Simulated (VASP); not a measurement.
Wanted: the native input for a VASP 6.6.1 run.

| Property | Result |
| --- | --- |
| Task | single point |
| Functional | PBEsol |
| Potentials or basis | VASP PAW PBE potentials, release 64 (Y_sv) |
| Cutoff | 500 eV |
| k mesh | 8 × 8 × 8 |
| Occupations | gaussian, width 0.1 eV |
| Spin | no spin polarisation |
| Dipole correction | no |
| Further INCAR settings | ALGO = Normal; EDIFF = 1e-06; NBANDS = 12 |

The structure of Y lies in POSCAR:

```
Y
1.0
    1.9888893870      1.9888893870      1.9888893870
   -1.9888893870      1.9888893870      1.9888893870
   -1.9888893870     -1.9888893870      1.9888893870
Y
1
Direct
    0.0000000000      0.0000000000      0.0000000000
```

This isn't the form of Y at room conditions, which is hcp.

The input as run:

INCAR

```
PREC     = Accurate       # precision mode
ENCUT    = 500            # plane-wave cutoff, eV
EDIFF    = 1E-6           # SCF threshold, eV
ISMEAR   = 0              # smearing method
SIGMA    = 0.1            # smearing width, eV
LREAL    = False          # projectors in reciprocal space
LASPH    = True           # aspherical terms in the spheres
NELM     = 120            # most SCF steps
ALGO     = Normal         # electronic algorithm
ISIF     = 2              # what is computed and relaxed
LWAVE    = False          # write WAVECAR
LCHARG   = False          # write CHGCAR
GGA      = PS             # functional
NBANDS   = 12             # bands
GGA_COMPAT= False
```

KPOINTS

```
Automatic mesh
0
Gamma
  8 8 8
```

Potentials or basis: VASP PAW PBE potentials, release 64 (Y_sv).

Launch:

```sh
$ cat potpaw_PBE.64/Y_sv/POTCAR > POTCAR
$ mpirun -np 1 vasp_std > vasp.out
```

Results of the run:

```yaml
Pressure: -0.1 GPa
Band_gap_on_the_k_mesh: zero (an odd number of electrons rules out a gap without spin polarisation)
```

Caveat: the PAW data sets were made with another functional, which shifts forces and pressure a little.

Run time: 6.9 s on 1 thread of Intel(R) Xeon(R) 6975P-C (Granite Rapids), with other jobs on the host, peak memory 0.17 GiB.
